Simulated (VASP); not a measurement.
# ZnSe: relaxation of cell and atoms with LDA

ZnSe:

```xyz
2
Lattice="2.7838 2.7838 0.0000 -2.7838 2.7838 0.0000 0.0000 2.7838 2.7838" Properties=species:S:1:pos:R:3 pbc="T T T"
Zn    0.0000    0.0000    0.0000
Se    1.3919    4.1756    1.3919
```

```yaml
Program: VASP 6.6.1
Task: relaxation of cell and atoms
Functional: LDA
Potentials_or_basis: VASP PAW LDA potentials, release 64 (Zn, Se)
Cutoff: 600 eV
k_mesh: 8 × 8 × 8
Occupations: gaussian, width 0.01 eV
Spin: no spin polarisation
Target_pressure: 10 GPa
Dipole_correction: no
Further_INCAR_settings: ALGO = Normal; EDIFF = 1e-07; IBRION = 2; EDIFFG = -0.002; NSW = 100; ISIF = 3
```

| Quantity | Value |
| --- | --- |
| Relaxed volume | 19.44 Å³/atom |
| Relaxed cell | a = 3.803 Å, b = 3.803 Å, c = 3.803 Å, α = 60.00°, β = 60.00°, γ = 90.00° |
| Space group after relaxing (to 0.1 Å) | F-43m (No. 216) |
| Energy change on relaxing (the run minimises the enthalpy) | +62.9 meV/atom |
| Ionic steps | 6 |
| Pressure after relaxing | 10.0 GPa |
| Band gap on the k mesh | 1.75 eV |

Step by step:
| step | energy change (eV) | largest force (eV/Å) | pressure (GPa) | volume (Å³) |
| --- | --- | --- | --- | --- |
| 1 | 0.0000 | 0.0000 | 0.33 | 43.14 |
| 2 | 0.4565 | 0.0000 | 22.47 | 35.52 |
| 3 | 0.1225 | 0.0000 | 9.82 | 38.93 |
| 4 | 0.1276 | 0.0000 | 10.06 | 38.85 |
| 5 | 0.1253 | 0.0000 | 9.98 | 38.89 |
| 6 | 0.1258 | 0.0000 | 10.00 | 38.88 |

Final structure:
```yaml
crystal:
  lattice:
    - [2.68878, 2.68878, 0.00000]
    - [-2.68878, 2.68878, 0.00000]
    - [0.00000, 2.68878, 2.68878]
  atoms:
    - { symbol: Zn, position: [0.00000, 0.00000, 0.00000] }
    - { symbol: Se, position: [0.75000, 0.25000, 0.50000] }
```

Levels at points of the mesh, in eV from the valence-band top:
```
           k point  band 7  band 8  band 9  band 10  band 11  band 12
(0.00, 0.00, 0.00)    0.00    0.00    0.00     1.75     5.62     5.62
(0.50, 0.00, 0.00)   -6.39   -1.13   -1.13     2.65     6.22     6.22
(0.50, 0.50, 0.00)   -5.55   -2.83   -2.83     2.42     3.24    11.80
```

It took 92 s on 1 thread of Intel Xeon 8259CL, on a shared host, peak memory 0.18 GiB.

Caveat: the cell is relaxed towards a set pressure, so the run minimises the enthalpy, not the energy. Zero-point motion and thermal expansion aren't in these numbers.
